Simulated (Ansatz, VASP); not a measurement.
Two plane-wave programs on Ca

```
Ca
1.0
     0.00000    2.76271    2.76271
     2.76271    0.00000    2.76271
     2.76271    2.76271    0.00000
Ca
1
Direct
  0.00000 0.00000 0.00000
```

Alike in both runs: task single point; functional PBE; k mesh 10 × 10 × 10; occupations methfessel-paxton of order 1, width 0.03 eV; no spin polarisation.

```csv
,VASP,Ansatz
version,VASP 6.6.1,Ansatz 0.2.0
potentials or method,"VASP PAW PBE potentials, release 64 (Ca_sv), cutoff 520 eV","plane waves (420 eV) with PAW, scalar-relativistic"
valence electrons in the cell,10,10
```

```csv
,VASP,Ansatz,Ansatz less VASP
pressure (GPa),0.0,0.0,0.00
```
